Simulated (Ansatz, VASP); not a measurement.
# One calculation of Mg3Sn2N2, two programs

```
Mg Sn N
1.0
     6.52212    0.00000    0.00000
    -3.26106    5.64833    0.00000
     0.00000    0.00000    4.80418
Mg Sn N
3 2 2
Direct
  0.15271 0.84729 0.00000
  0.15271 0.30542 0.00000
  0.69458 0.84729 0.00000
  0.00000 0.00000 0.50000
  0.66667 0.33333 0.00000
  0.33333 0.66667 0.86612
  0.33333 0.66667 0.13388
```

Alike in both runs: functional PBE; k mesh 4 × 4 × 3; occupations gaussian, width 0.2 eV; no spin polarisation.

Ansatz relaxed the structure, and its values are those at the end. VASP's run is a single point on that final structure, the one shown.

|  | VASP | Ansatz |
| --- | --- | --- |
| version | VASP 6.6.1 | Ansatz 0.2.0 |
| potentials or method | VASP PAW PBE potentials, release 64 (Mg, Sn_d, N), cutoff 520 eV | scalar-relativistic, plane waves, PAW |
| valence electrons in the cell | 44 | 68 |

```csv
,VASP,Ansatz,Ansatz less VASP
gap on the k mesh at the Fermi level (eV),none,none,-
pressure (GPa),0.0,0.0,+0.04
rms of the force components (eV/Å),0.061,0.006,-0.0544
```

A gap of «none» marks a metal or a gap that the smearing closes. With one functional, cell and mesh, what is left measures potentials, basis and numerics. VASP's potentials hold 44 valence electrons a cell and Ansatz's 68, so a difference there can come from the potentials and not from the codes.

The k mesh is coarse, so the values compare programs but aren't converged.
